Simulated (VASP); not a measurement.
# Zn6O7 (a cell with a defect) in VASP: further runs

Runs on Zn6O7 (a cell with a defect). Level: PBE. Tasks: single point.

All numbers are computed with VASP 6.6.1; they aren't measurements. Logs are shortened: lines on timing, memory, paths and dates and some standing lists are left out, and cuts for length are marked.

**1. The cell of the first run**

The cell holds a defect, 13 atoms: a = 5.293 Å, b = 5.680 Å, c = 5.680 Å, α = 120.00°, β = 90.00°, γ = 90.00°.

**2. Single point, PBE (with an interstitial atom, then relaxed in part)**

File INCAR:

```
  PREC = Accurate
  ENCUT = 520
  EDIFF = 1E-6
  ISMEAR = 0
  SIGMA = 0.02
  LREAL = F
  LASPH = T
  NELM = 100
  ALGO = Normal
  ISIF = 2
  LWAVE = F
  LCHARG = F
  GGA = PE
  NBANDS = 69
```

File KPOINTS:

```
Automatic mesh
0
Gamma
  3 3 3
```

File POSCAR:

```
Zn6O7
1.0
    0.0000000000      0.0000000000     -5.2932331742
   -4.9190861691     -2.8400357239      0.0000000000
    0.0000000001      5.6800714478      0.0000000000
Zn O
6 7
Direct
    0.4959185214      0.3251892828      0.3261158114
    0.4959214639      0.6774525897      0.0022829914
    0.4959538414      0.0013526782      0.6783086592
    0.9922968921      0.6834306292      0.6843391026
    0.9923365385      0.0013393784      0.3202112387
    0.9923349806      0.3193076462      0.0022474936
    0.1208898995      0.3730541069      0.3739664695
    0.1209722190      0.6297038981      0.0023162504
    0.1210003480      0.0014035437      0.6305926949
    0.5979883864      0.6535924860      0.6544832816
    0.5981108809      0.0012930059      0.3500071515
    0.5980499949      0.3490920281      0.0021852167
    0.8895544634      0.0013306357      0.0022170345
```

Potentials or basis: VASP PAW PBE potentials, release 64 (Zn, O).

On the command line:

```sh
$ cat potpaw_PBE.64/Zn/POTCAR potpaw_PBE.64/O/POTCAR > POTCAR
$ mpirun -np 1 vasp_std > vasp.out
```

OUTCAR:

```text
PREC = Accurate
   ENCUT = 520
   EDIFF = 1E-6
   ISMEAR = 0
   LREAL = F
   LASPH = T
   NELM = 100
   ISIF = 2
   GGA = PE

 ion  position               nearest neighbor table
   1  0.496  0.325  0.326-  10 1.94  11 1.99  12 1.99   7 2.00
   2  0.496  0.677  0.002-  12 1.94  11 1.99  10 1.99   8 2.00
   3  0.496  0.001  0.678-  11 1.94  12 1.99  10 1.99   9 2.00
   4  0.992  0.683  0.684-  13 1.89   7 1.89   8 2.09   9 2.09  10 2.09
   5  0.992  0.001  0.320-  13 1.89   9 1.89   8 2.09   7 2.09  11 2.09
   6  0.992  0.319  0.002-  13 1.89   8 1.89   9 2.09   7 2.09  12 2.09
   7  0.121  0.373  0.374-   4 1.89   1 2.00   5 2.09   6 2.09
   8  0.121  0.630  0.002-   6 1.89   2 2.00   5 2.09   4 2.09
   9  0.121  0.001  0.631-   5 1.89   3 2.00   6 2.09   4 2.09
  10  0.598  0.654  0.654-   1 1.94   3 1.99   2 1.99   4 2.09
  11  0.598  0.001  0.350-   3 1.94   2 1.99   1 1.99   5 2.09
  12  0.598  0.349  0.002-   2 1.94   3 1.99   1 1.99   6 2.09
  13  0.890  0.001  0.002-   4 1.89   6 1.89   5 1.89

  LATTYP: Found a hexagonal cell.
 ALAT       =     5.6800714478
 C/A-ratio  =     0.9318955268

  Lattice vectors:

 A1 = (  -4.9190861691,  -2.8400357239,   0.0000000000)
 A2 = (   0.0000000001,   5.6800714478,   0.0000000000)
 A3 = (   0.0000000000,   0.0000000000,  -5.2932331742)

Analysis of symmetry for initial positions (statically):
=====================================================================
 Subroutine PRICEL returns:
 Original cell was already a primitive cell.

 Routine SETGRP: Setting up the symmetry group for a
 hexagonal supercell.

 Subroutine GETGRP returns: Found  1 space group operations
 (whereof  1 operations were pure point group operations)
 out of a pool of 24 trial point group operations.

The static configuration has the point symmetry C_1 .

Analysis of symmetry for dynamics (positions and initial velocities):
=====================================================================
 Subroutine PRICEL returns:
 Original cell was already a primitive cell.

 Routine SETGRP: Setting up the symmetry group for a
 hexagonal supercell.

 Subroutine GETGRP returns: Found  1 space group operations
 (whereof  1 operations were pure point group operations)
 out of a pool of 24 trial point group operations.

The dynamic configuration has the point symmetry C_1 .

 Subroutine INISYM returns: Found  1 space group operations
 (whereof  1 operations are pure point group operations),
 and found     1 'primitive' translations

----------------------------------------------------------------------------------------

                                     Primitive cell

  volume of cell :     147.8970

  direct lattice vectors                    reciprocal lattice vectors
     0.000000000  0.000000000 -5.293233174     0.000000000  0.000000000 -0.188920451
    -4.919086169 -2.840035724  0.000000000    -0.203289791  0.000000000  0.000000000
     0.000000000  5.680071448  0.000000000    -0.101644896  0.176054123  0.000000000

  length of vectors
     5.293233174  5.680071448  5.680071448     0.188920451  0.203289791  0.203289791

  position of ions in fractional coordinates (direct lattice)
     0.495918521  0.325189283  0.326115811
     0.495921464  0.677452590  0.002282991
     0.495953841  0.001352678  0.678308659
     0.992296892  0.683430629  0.684339103
     0.992336538  0.001339378  0.320211239
     0.992334981  0.319307646  0.002247494
     0.120889899  0.373054107  0.373966469
     0.120972219  0.629703898  0.002316250
     0.121000348  0.001403544  0.630592695
     0.597988386  0.653592486  0.654483282
     0.598110881  0.001293006  0.350007152
     0.598049995  0.349092028  0.002185217
     0.889554463  0.001330636  0.002217034

  ion indices of the primitive-cell ions
   primitive index   ion index
                 1           1
                 2           2
                 3           3
                 4           4
                 5           5
                 6           6
                 7           7
                 8           8
                 9           9
                10          10
                11          11
                12          12
                13          13

----------------------------------------------------------------------------------------

 KPOINTS: Automatic mesh

Automatic generation of k-mesh.
 Grid dimensions read from file:
 generate k-points for:    3    3    3

 Generating k-lattice:

  Cartesian coordinates                     Fractional coordinates (reciprocal lattice)
     0.000000000  0.000000000 -0.062973484     0.333333333  0.000000000  0.000000000
    -0.067763264  0.000000000  0.000000000     0.000000000  0.333333333 -0.000000000
    -0.033881632  0.058684708  0.000000000     0.000000000  0.000000000  0.333333333

  Length of vectors
     0.062973484  0.067763264  0.067763264

  Shift w.r.t. Gamma in fractional coordinates (k-lattice)
     0.000000000  0.000000000  0.000000000

 Subroutine IBZKPT returns following result:
 ===========================================

 Found     14 irreducible k-points:

 Following reciprocal coordinates:
            Coordinates               Weight
  0.000000  0.000000  0.000000      1.000000
  0.333333  0.000000  0.000000      2.000000
  0.000000  0.333333  0.000000      2.000000
  0.000000  0.000000  0.333333      2.000000
  0.000000 -0.333333  0.333333      2.000000
  0.333333  0.333333  0.000000      2.000000
  0.333333  0.000000  0.333333      2.000000
  0.333333 -0.333333  0.333333      2.000000
  0.333333 -0.333333  0.000000      2.000000
  0.333333  0.000000 -0.333333      2.000000
  0.333333  0.333333 -0.333333      2.000000
  0.000000  0.333333  0.333333      2.000000
  0.333333  0.333333  0.333333      2.000000
  0.333333 -0.333333 -0.333333      2.000000
   k-points           NKPTS =     14   k-points in BZ     NKDIM =     14   number of bands    NBANDS=     69
   number of dos      NEDOS =    301   number of ions     NIONS =     13
   total plane-waves  NPLWV =  70560
   dimension x,y,z NGX =    40 NGY =   42 NGZ =   42
   dimension x,y,z NGXF=    80 NGYF=   84 NGZF=   84
   ions per type =               6   7
   NGX,Y,Z   is equivalent  to a cutoff of  12.56, 12.29, 12.29 a.u.
   NGXF,Y,Z  is equivalent  to a cutoff of  25.13, 24.59, 24.59 a.u.
 SYSTEM =  unknown system
   PREC   = accura    normal or accurate (medium, high low for compatibility)
   ISTART =      0    job   : 0-new  1-cont  2-samecut
   ICHARG =      2    charge: 1-file 2-atom 10-const
   ISPIN  =      1    spin polarized calculation?
   LNONCOLLINEAR =      F non collinear calculations
   LSORBIT =      F    spin-orbit coupling
   LASPH  =      T    aspherical Exc in radial PAW
   ENCUT  =  520.0 eV  38.22 Ry    6.18 a.u.   9.84 10.56 10.56*2*pi/ulx,y,z
   NELM   =    100;   NELMIN=  2; NELMDL= -5     # of ELM steps
   EDIFF  = 0.1E-05   stopping-criterion for ELM
   LREAL  =      F    real-space projection
   EDIFFG = 0.1E-04   stopping-criterion for IOM
   NSW    =      0    number of steps for IOM
   IBRION =     -1    ionic relax: 0-MD 1-quasi-New 2-CG
   NFREE  =      0    steps in history (QN), initial steepest desc. (CG)
   ISIF   =      2    stress and relaxation
   ISYM   =      2    0-nonsym 1-usesym 2-fastsym
   POTIM  = 0.5000    time-step for ionic-motion
   TEBEG  =    0.0;   TEEND  =   0.0 temperature during run
   PSTRESS=    0.0 pullay stress
   NELECT =     114.0000    total number of electrons
   NUPDOWN=      -1.0000    fix difference up-down
   EMIN   =  10.00;   EMAX   =-10.00  energy-range for DOS
   EFERMI =   0.00;   METHOD = LEGACY
   ISMEAR =     0;   SIGMA  =   0.02  broadening in eV -4-tet -1-fermi 0-gaus
   EFERMI_NEDOS =   21; number of points for ismear=-14 and -15
   IALGO  =     38    algorithm
   IMIX   =      4    mixing-type and parameters
     AMIX     =   0.40;   BMIX     =  1.00
     AMIX_MAG =   1.60;   BMIX_MAG =  1.00
  volume/ion in A,a.u.               =      11.38        76.77
  Fermi-wavevector in a.u.,A,eV,Ry     =   1.501032  2.836540 30.655258  2.253098
  Thomas-Fermi vector in A             =   2.612456
   LORBIT       =      0    0 simple, 1 ext, 2 COOP (PROOUT), +10 PAW based schemes
   GGA     = PE    functional components
   LHFCALC =     F    Hartree Fock is set to
   AEXX    =    0.0000 exact exchange contribution
   IVDW    =     0    specifies the selected vdW correction
   LEPSILON=     F    determine dielectric tensor
   LRPA    =     F    only Hartree local field effects (RPA)
 non-spin polarized calculation
 Gauss-broadening in eV      SIGMA  =   0.02
  energy-cutoff  :      520.00
  volume of cell :      147.90
 maximum number of plane-waves:      4015
 NGX is ok and might be reduce to    40
   NGX = 19   NGY = 21   NGZ = 21

 number of electron     114.0000017 magnetization

 Free energy of the ion-electron system (eV)
  ---------------------------------------------------
  ext. energy  EPLUGINS =         0.00000000
  ---------------------------------------------------
  free energy    TOTEN  =       -55.56886052 eV

  energy without entropy =      -55.56762882  energy(sigma->0) =      -55.56824467

 E-fermi :   1.3169     XC(G=0): -11.0646

 val. band max:        1.2579438279   @ k =   0.0000   0.3333   0.0000
 cond. band min:       1.3202842218   @ k =   0.0000   0.0000   0.0000
 fundamental gap:      0.0623403940
 Fermi energy:         1.3168636111

 k-point     1 :       0.0000    0.0000    0.0000
  band No.  band energies     occupation
      1     -17.3147      2.00000
      2     -15.9835      2.00000
      3     -15.9831      2.00000
      4     -15.9653      2.00000
      5     -15.7024      2.00000
      6     -15.7012      2.00000
[... 61 lines left out ...]
     68      10.4143      0.00000
     69      11.4975      0.00000
[... 934 lines left out ...]
     68      10.3575      0.00000
     69      10.3577      0.00000

------------------------ aborting loop because EDIFF is reached ----------------------------------------

  FORCE on cell =-STRESS in cart. coord.  units (eV):
  Direction    XX          YY          ZZ          XY          YZ          ZX
  --------------------------------------------------------------------------------------
  -------------------------------------------------------------------------------------
  Total        8.0987975      8.0933931      5.0798411     -0.0031828      0.0006157     -0.0011730
  in kB       87.7347959     87.6762492     55.0302459     -0.0344792      0.0066694     -0.0127076
  external PRESSURE =      76.8137637 kB  Pullay stress =       0.0000000 kB

 VOLUME and BASIS-vectors are now :
 -----------------------------------------------------------------------------
  energy-cutoff  :      520.00
  volume of cell :      147.90
      direct lattice vectors                 reciprocal lattice vectors
     0.000000000  0.000000000 -5.293233174     0.000000000  0.000000000 -0.188920451
    -4.919086169 -2.840035724  0.000000000    -0.203289791  0.000000000  0.000000000
     0.000000000  5.680071448  0.000000000    -0.101644896  0.176054123  0.000000000

 POSITION                                       TOTAL-FORCE (eV/Angst)
 -----------------------------------------------------------------------------------
     -1.59963      0.92881     -2.62501         0.025257     -0.016100      0.005231
     -3.33245     -1.91102     -2.62503        -0.026857     -0.019199      0.005213
     -0.00665      3.84900     -2.62520         0.001779      0.034378      0.007096
     -3.36185      1.94613     -5.25246         0.046355     -0.027289     -0.006437
     -0.00659      1.81502     -5.25267        -0.000059      0.049674     -0.005339
     -1.57070     -0.89408     -5.25266        -0.043736     -0.025302     -0.004717
     -1.83509      1.06467     -0.63990         0.051003     -0.029417     -0.019820
     -3.09757     -1.77523     -0.64033        -0.050317     -0.030156     -0.016487
     -0.00690      3.57783     -0.64048         0.000976      0.059307     -0.016147
     -3.21508      1.86129     -3.16529        -0.009123      0.006431     -0.016756
     -0.00636      1.98439     -3.16594        -0.002792     -0.015732     -0.015046
     -1.71721     -0.97902     -3.16562         0.011086      0.010513     -0.016214
     -0.00655      0.00881     -4.70862        -0.003572      0.002892      0.099424
 -----------------------------------------------------------------------------------
    total drift:                                0.003001     -0.003107      0.002103

  FREE ENERGIE OF THE ION-ELECTRON SYSTEM (eV)
  ---------------------------------------------------
  free  energy   TOTEN  =       -55.5688605235 eV

  energy  without entropy=      -55.5676288211  energy(sigma->0) =      -55.56824467
```

Run time: 2 min. Hardware: 1 thread of Intel Xeon 6975P-C (Granite Rapids), shared host; peak memory 0.29 GiB.

Results:

```
Free energy            : -55.5689 eV
Pressure               : 7.7 GPa
Largest force          : 0.100 eV/Å
Band gap on the k mesh : zero (bands 57 and 58 overlap by 0.35 eV)
```

Forces in eV/Å, atoms in the order of the input:
```
Zn   0.025 -0.016  0.005
Zn  -0.027 -0.019  0.005
Zn   0.002  0.034  0.007
Zn   0.046 -0.027 -0.006
Zn   0.000  0.050 -0.005
Zn  -0.044 -0.025 -0.005
O    0.051 -0.029 -0.020
O   -0.050 -0.030 -0.016
O    0.001  0.059 -0.016
O   -0.009  0.006 -0.017
O   -0.003 -0.016 -0.015
O    0.011  0.011 -0.016
O   -0.004  0.003  0.099
```

Stress tensor (GPa, compression positive):
```
8.77 0.00 0.00
0.00 8.77 0.00
0.00 0.00 5.50
```

Caveat: the k points lie up to 0.43 Å⁻¹ apart; the cell differs from its parent crystal (with an interstitial atom, then relaxed in part).

**3. Single point, PBE**

File INCAR:

```
PREC = Accurate
ENCUT = 520
EDIFF = 1E-6
ISMEAR = 0
SIGMA = 0.02
LREAL = False
LASPH = True
NELM = 100
ALGO = Normal
ISIF = 2
LWAVE = False
LCHARG = False
GGA = PE
NBANDS = 69
```

File KPOINTS:

```
regular mesh
0
Gamma
  3 3 3
```

File POSCAR:

```
Zn6O7
1.0
    0.0000000000      0.0000000000     -5.2932331742
   -4.9190861691     -2.8400357239      0.0000000000
    0.0000000001      5.6800714478      0.0000000000
Zn O
6 7
Direct
    0.5011864984      0.3238432801      0.3238505891
    0.5011895212      0.6761064730      0.0000176998
    0.5012218266      0.0000067086      0.6760434420
    0.9975649714      0.6820846159      0.6820739336
    0.9976046447     -0.0000067086      0.3179459914
    0.9976031333      0.3179616998     -0.0000176782
    0.1261578657      0.3717080647      0.3717011664
    0.1262402350      0.6283579701      0.0000510702
    0.1262683842      0.0000575310      0.6283273763
    0.6032564399      0.6522465535      0.6522181185
    0.6033788603     -0.0000530586      0.3477418074
    0.6033180279      0.3477460937     -0.0000800467
    0.8948224732     -0.0000154500     -0.0000482175
```

Potentials or basis: VASP PAW PBE potentials, release 64 (Zn, O).

On the command line:

```sh
$ cat potpaw_PBE.64/Zn/POTCAR potpaw_PBE.64/O/POTCAR > POTCAR
$ mpirun -np 1 vasp_std > vasp.out
```

Wall time 1.8 min (1 thread of Intel Xeon 6975P-C (Granite Rapids), shared host); peak memory 0.3 GiB.

It converged, with:

```yaml
Free_energy: -55.5689 eV
Pressure: 7.6 GPa
Largest_force: 0.101 eV/Å
Band_gap_on_the_k_mesh: zero (bands 57 and 58 overlap by 0.35 eV)
```

Forces in eV/Å, atoms in the order of the input:
```
Zn   0.025 -0.016  0.006
Zn  -0.027 -0.018  0.006
Zn   0.001  0.034  0.007
Zn   0.047 -0.028 -0.008
Zn  -0.001  0.049 -0.006
Zn  -0.044 -0.025 -0.006
O    0.052 -0.030 -0.020
O   -0.050 -0.030 -0.017
O    0.001  0.060 -0.016
O   -0.009  0.007 -0.017
O   -0.003 -0.016 -0.015
O    0.011  0.011 -0.016
O   -0.004  0.003  0.100
```

Stress tensor (GPa, compression positive):
```
8.74 0.00 0.00
0.00 8.73 0.00
0.00 0.00 5.47
```

Levels at points of the mesh, in eV from the Fermi level:
```tsv
k point	band 55	band 56	band 57	band 58	band 59	band 60
(0.00, 0.00, 0.00)	-0.15	-0.12	0.00	0.00	1.51	6.13
```

Caveat: the k points lie up to 0.43 Å⁻¹ apart.

**4. Single point, PBE**

File INCAR:

```
SYSTEM = Zn6O7
ALGO = Normal ; EDIFF = 1E-6
ENCUT = 520 ; GGA = PE
ISIF = 2 ; ISMEAR = 0
LASPH = .TRUE. ; LCHARG = .FALSE.
LREAL = .FALSE. ; LWAVE = .FALSE.
NBANDS = 69 ; NELM = 80
PREC = Accurate ; SIGMA = 0.02
```

File KPOINTS:

```
k-points
0
G
  3 3 3
  0 0 0
```

File POSCAR:

```
Zn6O7
1.0
    0.0000000000      0.0000000000     -5.2932331742
   -4.9190861691     -2.8400357239      0.0000000000
    0.0000000001      5.6800714478      0.0000000000
Zn O
6 7
Direct
    0.5009180425      0.3084357435      0.3084166363
    0.5009276774      0.6915774359     -0.0000060521
    0.5009291888      0.0000132139      0.6915642812
    0.9925682144      0.6784607720      0.6784477740
    0.9925640581     -0.0000040658      0.3215173383
    0.9925627357      0.3215276061     -0.0000170971
    0.1268595163      0.3554932644      0.3554796078
    0.1268717961      0.6444981631     -0.0000157028
    0.1268727407     -0.0000022362      0.6444865497
    0.6022891671      0.6342604892      0.6342391079
    0.6022974796      0.0000213454      0.3657409314
    0.6022993689      0.3657533001     -0.0000000989
    0.8285198962     -0.0000278507     -0.0000348758
```

On the command line:

```sh
$ cat potpaw_PBE.64/Zn/POTCAR potpaw_PBE.64/O/POTCAR > POTCAR
$ mpirun -np 1 vasp_std > vasp.out
```

Wall time 2.1 min (1 thread of Intel Xeon 6975P-C (Granite Rapids), shared host); peak memory 0.29 GiB.

Results (log left out):

```yaml
Free_energy: -55.4075 eV
Pressure: 5.0 GPa
Largest_force: 0.545 eV/Å
Band_gap_on_the_k_mesh: zero (bands 57 and 58 overlap by 0.30 eV)
```

Forces on the atoms (eV/Å):
```
Zn  -0.047  0.027  0.048
Zn   0.047  0.027  0.048
Zn   0.000 -0.054  0.048
Zn  -0.031  0.018  0.051
Zn   0.000 -0.036  0.051
Zn   0.031  0.018  0.051
O   -0.126  0.073  0.033
O    0.126  0.073  0.033
O    0.000 -0.146  0.033
O   -0.142  0.082  0.049
O    0.000 -0.164  0.049
O    0.142  0.082  0.049
O    0.000  0.000 -0.545
```

Stress tensor (GPa, compression positive):
```
5.46 0.00 0.00
0.00 5.46 0.00
0.00 0.00 4.07
```

Levels at points of the mesh, in eV from the Fermi level:
```
           k point  band 54  band 55  band 56  band 57  band 58  band 59  band 60  band 61
(0.00, 0.00, 0.00)    -0.15    -0.15    -0.03     0.05     0.05     1.39     6.12     6.86
```

Caveat: the k points lie up to 0.43 Å⁻¹ apart.

(Part 1 of 2 ends here.)

The gap in the log of VASP goes by the Fermi energy; the results here count the filled bands.